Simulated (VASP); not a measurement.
# Al12C in VASP: single point with LDA

Aim: the single point of Al12C with LDA.

Program: VASP 6.6.1. These are calculated values, not measurements. Logs are shortened: lines on timing, memory, paths and dates and some standing lists are left out, and cuts for length are marked.

## (1) The cell of the first run

The cell holds a slab with vacuum, 13 atoms: a = 5.634 Å, b = 5.634 Å, c = 19.604 Å, α = 90.00°, β = 90.00°, γ = 90.00°.

## (2) Single point, LDA

File INCAR:

```
SYSTEM = Al12C
ALGO = Normal
DIPOL = 0.5 0.5 0.323
EDIFF = 1E-6
ENCUT = 520
IDIPOL = 3
ISIF = 2
ISMEAR = 0
LASPH = .True.
LCHARG = .False.
LDIPOL = .True.
LREAL = .False.
LWAVE = .False.
NBANDS = 32
NELM = 100
PREC = Accurate
SIGMA = 0.1
```

File KPOINTS:

```
k-points
0
Gamma
  5 5 1
  0 0 0
```

File POSCAR:

```
Al12C
1.0
    5.6336864727      0.0000000000      0.0000000000
    0.0000000000      5.6336864727      0.0000000000
    0.0000000000      0.0000000000     19.6042970528
Al C
12 1
Direct
    0.2500000000      0.2500000000      0.2040369001
    0.2500000000      0.7500000000      0.2040369001
    0.7500000000      0.2500000000      0.2040369001
    0.7500000000      0.7500000000      0.2040369001
    0.0000000000      0.0000000000      0.3086956402
    0.0000000000      0.5000000000      0.3086956402
    0.5000000000      0.0000000000      0.3086956402
    0.5000000000      0.5000000000      0.3086956402
    0.2500000000      0.2500000000      0.4133939121
    0.2500000000      0.7500000000      0.4133939121
    0.7500000000      0.2500000000      0.4133939121
    0.7500000000      0.7500000000      0.4133939121
    0.3333333333      0.4166666667      0.4893057837
```

Potentials or basis: VASP PAW LDA potentials, release 64 (Al, C).

The run is started by

```sh
> cat potpaw_LDA.64/Al/POTCAR potpaw_LDA.64/C/POTCAR > POTCAR
> mpirun -np 1 vasp_std > vasp.out
```

OUTCAR:

```text
SYSTEM = Al12C
   EDIFF = 1E-6
   ENCUT = 520
   ISIF = 2
   ISMEAR = 0
   LASPH = .True.
   LREAL = .False.
   NELM = 100
   PREC = Accurate

 ion  position               nearest neighbor table
   1  0.250  0.250  0.204-   2 2.82   3 2.82   2 2.82   3 2.82   7 2.86   8 2.86   5 2.86   6 2.86

   2  0.250  0.750  0.204-   1 2.82   4 2.82   1 2.82   4 2.82   7 2.86   8 2.86   5 2.86   6 2.86

   3  0.750  0.250  0.204-   1 2.82   4 2.82   4 2.82   1 2.82   7 2.86   8 2.86   5 2.86   6 2.86

   4  0.750  0.750  0.204-   2 2.82   3 2.82   3 2.82   2 2.82   7 2.86   8 2.86   5 2.86   6 2.86

   5  0.000  0.000  0.309-   6 2.82   7 2.82   6 2.82   7 2.82   1 2.86   2 2.86   3 2.86   4 2.86
                            11 2.86  12 2.86   9 2.86  10 2.86
   6  0.000  0.500  0.309-   5 2.82   8 2.82   5 2.82   8 2.82   1 2.86   2 2.86   3 2.86   4 2.86
                            11 2.86  12 2.86   9 2.86  10 2.86
   7  0.500  0.000  0.309-   5 2.82   8 2.82   8 2.82   5 2.82   1 2.86   2 2.86   3 2.86   4 2.86
                            11 2.86  12 2.86   9 2.86  10 2.86
   8  0.500  0.500  0.309-   6 2.82   7 2.82   7 2.82   6 2.82   1 2.86   2 2.86   3 2.86   4 2.86
                            11 2.86  12 2.86   9 2.86  10 2.86
   9  0.250  0.250  0.413-  13 1.82  11 2.82  10 2.82  10 2.82  11 2.82   6 2.86   7 2.86   8 2.86
                             5 2.86
  10  0.250  0.750  0.413-  13 2.44  12 2.82   9 2.82   9 2.82  12 2.82   6 2.86   7 2.86   8 2.86
                             5 2.86
  11  0.750  0.250  0.413-   9 2.82  12 2.82  12 2.82   9 2.82   5 2.86   6 2.86   7 2.86   8 2.86

  12  0.750  0.750  0.413-  10 2.82  11 2.82  11 2.82  10 2.82   5 2.86   6 2.86   7 2.86   8 2.86

  13  0.333  0.417  0.489-   9 1.82  10 2.44

  LATTYP: Found a simple tetragonal cell.
 ALAT       =     5.6336864727
 C/A-ratio  =     3.4798345893

  Lattice vectors:

 A1 = (   5.6336864727,   0.0000000000,   0.0000000000)
 A2 = (   0.0000000000,   5.6336864727,   0.0000000000)
 A3 = (   0.0000000000,   0.0000000000,  19.6042970528)

Analysis of symmetry for initial positions (statically):
=====================================================================
 Subroutine PRICEL returns:
 Original cell was already a primitive cell.

 Routine SETGRP: Setting up the symmetry group for a
 simple tetragonal supercell.

 Subroutine GETGRP returns: Found  1 space group operations
 (whereof  1 operations were pure point group operations)
 out of a pool of 16 trial point group operations.

The static configuration has the point symmetry C_1 .

Analysis of symmetry for dynamics (positions and initial velocities):
=====================================================================
 Subroutine PRICEL returns:
 Original cell was already a primitive cell.

 Routine SETGRP: Setting up the symmetry group for a
 simple tetragonal supercell.

 Subroutine GETGRP returns: Found  1 space group operations
 (whereof  1 operations were pure point group operations)
 out of a pool of 16 trial point group operations.

The dynamic configuration has the point symmetry C_1 .

 Subroutine INISYM returns: Found  1 space group operations
 (whereof  1 operations are pure point group operations),
 and found     1 'primitive' translations

----------------------------------------------------------------------------------------

                                     Primitive cell

  volume of cell :     622.2095

  direct lattice vectors                    reciprocal lattice vectors
     5.633686473  0.000000000  0.000000000     0.177503666  0.000000000  0.000000000
     0.000000000  5.633686473  0.000000000     0.000000000  0.177503666  0.000000000
     0.000000000  0.000000000 19.604297053     0.000000000  0.000000000  0.051009225

  length of vectors
     5.633686473  5.633686473 19.604297053     0.177503666  0.177503666  0.051009225

  position of ions in fractional coordinates (direct lattice)
     0.250000000  0.250000000  0.204036900
     0.250000000  0.750000000  0.204036900
     0.750000000  0.250000000  0.204036900
     0.750000000  0.750000000  0.204036900
     0.000000000  0.000000000  0.308695640
     0.000000000  0.500000000  0.308695640
     0.500000000  0.000000000  0.308695640
     0.500000000  0.500000000  0.308695640
     0.250000000  0.250000000  0.413393912
     0.250000000  0.750000000  0.413393912
     0.750000000  0.250000000  0.413393912
     0.750000000  0.750000000  0.413393912
     0.333333333  0.416666667  0.489305784

  ion indices of the primitive-cell ions
   primitive index   ion index
                 1           1
                 2           2
                 3           3
                 4           4
                 5           5
                 6           6
                 7           7
                 8           8
                 9           9
                10          10
                11          11
                12          12
                13          13

----------------------------------------------------------------------------------------

 KPOINTS: k-points

Automatic generation of k-mesh.
 Grid dimensions read from file:
 generate k-points for:    5    5    1

 Generating k-lattice:

  Cartesian coordinates                     Fractional coordinates (reciprocal lattice)
     0.035500733  0.000000000  0.000000000     0.200000000  0.000000000  0.000000000
     0.000000000  0.035500733  0.000000000     0.000000000  0.200000000  0.000000000
     0.000000000  0.000000000  0.051009225     0.000000000  0.000000000  1.000000000

  Length of vectors
     0.035500733  0.035500733  0.051009225

  Shift w.r.t. Gamma in fractional coordinates (k-lattice)
     0.000000000  0.000000000  0.000000000

 Subroutine IBZKPT returns following result:
 ===========================================

 Found     13 irreducible k-points:

 Following reciprocal coordinates:
            Coordinates               Weight
  0.000000  0.000000  0.000000      1.000000
  0.200000  0.000000  0.000000      2.000000
  0.000000  0.200000  0.000000      2.000000
  0.400000  0.000000  0.000000      2.000000
  0.000000  0.400000  0.000000      2.000000
  0.200000  0.200000  0.000000      2.000000
 -0.200000  0.200000  0.000000      2.000000
  0.400000  0.200000  0.000000      2.000000
 -0.200000  0.400000  0.000000      2.000000
 -0.400000  0.200000  0.000000      2.000000
  0.200000  0.400000  0.000000      2.000000
  0.400000  0.400000  0.000000      2.000000
 -0.400000  0.400000  0.000000      2.000000
   k-points           NKPTS =     13   k-points in BZ     NKDIM =     13   number of bands    NBANDS=     32
   number of dos      NEDOS =    301   number of ions     NIONS =     13
   total plane-waves  NPLWV = 264600
   dimension x,y,z NGX =    42 NGY =   42 NGZ =  150
   dimension x,y,z NGXF=    84 NGYF=   84 NGZF=  300
   ions per type =              12   1
   NGX,Y,Z   is equivalent  to a cutoff of  12.39, 12.39, 12.72 a.u.
   NGXF,Y,Z  is equivalent  to a cutoff of  24.79, 24.79, 25.44 a.u.
 SYSTEM =  Al12C
   PREC   = accura    normal or accurate (medium, high low for compatibility)
   ISTART =      0    job   : 0-new  1-cont  2-samecut
   ICHARG =      2    charge: 1-file 2-atom 10-const
   ISPIN  =      1    spin polarized calculation?
   LNONCOLLINEAR =      F non collinear calculations
   LSORBIT =      F    spin-orbit coupling
   LASPH  =      T    aspherical Exc in radial PAW
   ENCUT  =  520.0 eV  38.22 Ry    6.18 a.u.  10.47 10.47 36.45*2*pi/ulx,y,z
   NELM   =    100;   NELMIN=  2; NELMDL= -5     # of ELM steps
   EDIFF  = 0.1E-05   stopping-criterion for ELM
   LREAL  =      F    real-space projection
   EDIFFG = 0.1E-04   stopping-criterion for IOM
   NSW    =      0    number of steps for IOM
   IBRION =     -1    ionic relax: 0-MD 1-quasi-New 2-CG
   NFREE  =      0    steps in history (QN), initial steepest desc. (CG)
   ISIF   =      2    stress and relaxation
   ISYM   =      2    0-nonsym 1-usesym 2-fastsym
   POTIM  = 0.5000    time-step for ionic-motion
   TEBEG  =    0.0;   TEEND  =   0.0 temperature during run
   PSTRESS=    0.0 pullay stress
   NELECT =      40.0000    total number of electrons
   NUPDOWN=      -1.0000    fix difference up-down
   EMIN   =  10.00;   EMAX   =-10.00  energy-range for DOS
   EFERMI =   0.00;   METHOD = LEGACY
   ISMEAR =     0;   SIGMA  =   0.10  broadening in eV -4-tet -1-fermi 0-gaus
   EFERMI_NEDOS =   21; number of points for ismear=-14 and -15
   IALGO  =     38    algorithm
   IMIX   =      4    mixing-type and parameters
     AMIX     =   0.40;   BMIX     =  1.00
     AMIX_MAG =   1.60;   BMIX_MAG =  1.00
  volume/ion in A,a.u.               =      47.86       322.99
  Fermi-wavevector in a.u.,A,eV,Ry     =   0.655817  1.239314  5.851809  0.430096
  Thomas-Fermi vector in A             =   1.726813
   LORBIT       =      0    0 simple, 1 ext, 2 COOP (PROOUT), +10 PAW based schemes
   GGA     = CA    functional components
   LHFCALC =     F    Hartree Fock is set to
   AEXX    =    0.0000 exact exchange contribution
   IVDW    =     0    specifies the selected vdW correction
   LEPSILON=     F    determine dielectric tensor
   LRPA    =     F    only Hartree local field effects (RPA)
 non-spin polarized calculation
 Gauss-broadening in eV      SIGMA  =   0.10
  energy-cutoff  :      520.00
  volume of cell :      622.21
 maximum number of plane-waves:     16799
 NGX is ok and might be reduce to    42
   NGX = 21   NGY = 21   NGZ = 73

 dipolmoment           0.000000      0.000000     -0.056492 electrons x Angstroem

 number of electron      40.0000000 magnetization

 dipolmoment           0.000000      0.000000      0.246002 electrons x Angstroem

 Free energy of the ion-electron system (eV)
  ---------------------------------------------------
  ext. energy  EPLUGINS =         0.00000000
  ---------------------------------------------------
  free energy    TOTEN  =       -51.58937453 eV

  energy without entropy =      -51.56649313  energy(sigma->0) =      -51.57793383

 E-fermi :  -0.9113     XC(G=0):  -4.4499

 val. band max:       -0.9423372875   @ k =   0.0000   0.0000   0.0000
 cond. band min:      -0.8377709230   @ k =   0.2000   0.0000   0.0000
 fundamental gap:      0.1045663645
 Fermi energy:        -0.9113132762

 k-point     1 :       0.0000    0.0000    0.0000
  band No.  band energies     occupation
      1     -11.4904      2.00000
      2     -10.3898      2.00000
      3      -8.5764      2.00000
      4      -6.8275      2.00000
      5      -6.7791      2.00000
      6      -6.6913      2.00000
[... 24 lines left out ...]
     31       2.0121      0.00000
     32       2.1849      0.00000

 k-point     2 :       0.2000    0.0000    0.0000
  band No.  band energies     occupation
      1     -11.3319      2.00000
      2     -10.3285      2.00000
      3      -8.5778      2.00000
      4      -8.1983      2.00000
      5      -6.6407      2.00000
      6      -6.4925      2.00000
[... 24 lines left out ...]
     31       2.0415      0.00000
     32       2.1537      0.00000
[... 348 lines left out ...]
     31       2.0724      0.00000
     32       2.3453      0.00000

 k-point    13 :      -0.4000    0.4000    0.0000
  band No.  band energies     occupation
      1     -10.6348      2.00000
      2      -9.6773      2.00000
      3      -8.9259      2.00000
      4      -8.7637      2.00000
      5      -7.9912      2.00000
      6      -7.4773      2.00000
[... 24 lines left out ...]
     31       2.0041      0.00000
     32       2.3429      0.00000

------------------------ aborting loop because EDIFF is reached ----------------------------------------

 vacuum level on the upper side and lower side of the slab       (xc-potential included)         0.672        -0.693

  FORCE on cell =-STRESS in cart. coord.  units (eV):
  Direction    XX          YY          ZZ          XY          YZ          ZX
  --------------------------------------------------------------------------------------
  -------------------------------------------------------------------------------------
  Total       -9.2017197     -9.4943458      0.6363318      1.1252268      3.0746851      1.5060765
  in kB      -23.6942497    -24.4477562      1.6385421      2.8974373      7.9172545      3.8781177
  external PRESSURE =     -15.5011546 kB  Pullay stress =       0.0000000 kB

 VOLUME and BASIS-vectors are now :
 -----------------------------------------------------------------------------
  energy-cutoff  :      520.00
  volume of cell :      622.21
      direct lattice vectors                 reciprocal lattice vectors
     5.633686473  0.000000000  0.000000000     0.177503666  0.000000000  0.000000000
     0.000000000  5.633686473  0.000000000     0.000000000  0.177503666  0.000000000
     0.000000000  0.000000000 19.604297053     0.000000000  0.000000000  0.051009225

 POSITION                                       TOTAL-FORCE (eV/Angst)
 -----------------------------------------------------------------------------------
      1.40842      1.40842      4.00000        -0.037601     -0.064244      0.001660
      1.40842      4.22526      4.00000         0.031635      0.127624     -0.013543
      4.22526      1.40842      4.00000         0.068484      0.135720     -0.116722
      4.22526      4.22526      4.00000        -0.014663     -0.110234     -0.035483
      0.00000      0.00000      6.05176        -0.026237     -0.000060      0.014670
      0.00000      2.81684      6.05176        -0.116785      0.027751     -0.003558
      2.81684      0.00000      6.05176         0.062412     -0.039375      0.135641
      2.81684      2.81684      6.05176         0.031081      0.007124     -0.083063
      1.40842      1.40842      8.10430        -0.750982     -1.494742     -1.538957
      1.40842      4.22526      8.10430         0.174133     -1.066506      1.087714
      4.22526      1.40842      8.10430        -0.477047      0.101715      0.423209
      4.22526      4.22526      8.10430        -0.020196      0.070291      0.065586
      1.87790      2.34737      9.59250         1.075765      2.304935      0.062847
 -----------------------------------------------------------------------------------
    total drift:                               -0.000110     -0.000119     -0.000092

  FREE ENERGIE OF THE ION-ELECTRON SYSTEM (eV)
  ---------------------------------------------------
  free  energy   TOTEN  =       -51.5893745305 eV

  energy  without entropy=      -51.5664931321  energy(sigma->0) =      -51.57793383

 vacuum level on the upper side and lower side of the slab         5.037         3.633
```

It took 10 min on 1 thread of AMD EPYC 7R43 (Zen 3), shared host; peak memory 0.5 GiB.

Results:

```yaml
Free_energy: -51.5894 eV
Largest_force: 2.544 eV/Å
Band_gap_on_the_k_mesh: zero (band 20 reaches -0.47 eV, above the bottom of band 21 at -1.26 eV)
```

Forces on the atoms (eV/Å):
```
Al  -0.038 -0.064  0.002
Al   0.032  0.128 -0.014
Al   0.068  0.136 -0.117
Al  -0.015 -0.110 -0.035
Al  -0.026  0.000  0.015
Al  -0.117  0.028 -0.004
Al   0.062 -0.039  0.136
Al   0.031  0.007 -0.083
Al  -0.751 -1.495 -1.539
Al   0.174 -1.067  1.088
Al  -0.477  0.102  0.423
Al  -0.020  0.070  0.066
C    1.076  2.305  0.063
```

Levels at points of the mesh, in eV from the Fermi level:
```tsv
k point	band 18	band 19	band 20	band 21	band 22	band 23
(0.00, 0.00, 0.00)	-0.79	-0.68	-0.41	-0.35	-0.07	-0.03
```
